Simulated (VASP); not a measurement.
Write the native input for VASP 6.6.1 that does the following.

```
Task                   : single point
Functional             : PBE
Potentials or basis    : VASP PAW PBE potentials, release 64 (Rb_sv)
Cutoff                 : 520 eV
k mesh                 : 6 × 6 × 3
Occupations            : fermi-dirac, width 0.05 eV
Spin                   : no spin polarisation
Dipole correction      : no
Further INCAR settings : ALGO = Normal; EDIFF = 1e-06; NBANDS = 16
```

The structure of Rb lies in POSCAR:

```
Rb
1.0
    5.1880010759      0.0000000000      0.0000000000
   -2.5940005379      4.4929407265      0.0000000000
    0.0000000000      0.0000000000      8.6076305640
Rb
2
Direct
    0.6666666667      0.3333333333      0.7500000000
    0.3333333333      0.6666666667      0.2500000000
```

This isn't the form of Rb at room conditions, which is bcc.

The input as run:

INCAR

```
PREC = Accurate
ENCUT = 520
EDIFF = 1E-6
ISMEAR = -1
SIGMA = 0.05
LREAL = F
LASPH = T
NELM = 100
ALGO = Normal
ISIF = 2
LWAVE = F
LCHARG = T
GGA = PE
LELF = T
LVHAR = T
NBANDS = 16
```

KPOINTS

```
regular mesh
0
Gamma
  6 6 3
```

Potentials or basis: VASP PAW PBE potentials, release 64 (Rb_sv).

Run with:

```console
$ cat potpaw_PBE.64/Rb_sv/POTCAR > POTCAR
$ mpirun -np 1 vasp_std > vasp.out
```

Results of the run:

The pressure is -0.2 GPa and the band gap on the k mesh is zero (bands 9 and 10 overlap by 1.70 eV).

It took 40 s on 1 thread of Intel(R) Xeon(R) Platinum 8259CL CPU @ 2.50GHz (Skylake/Cascade Lake), with other jobs on the host, peak memory 0.3 GiB.
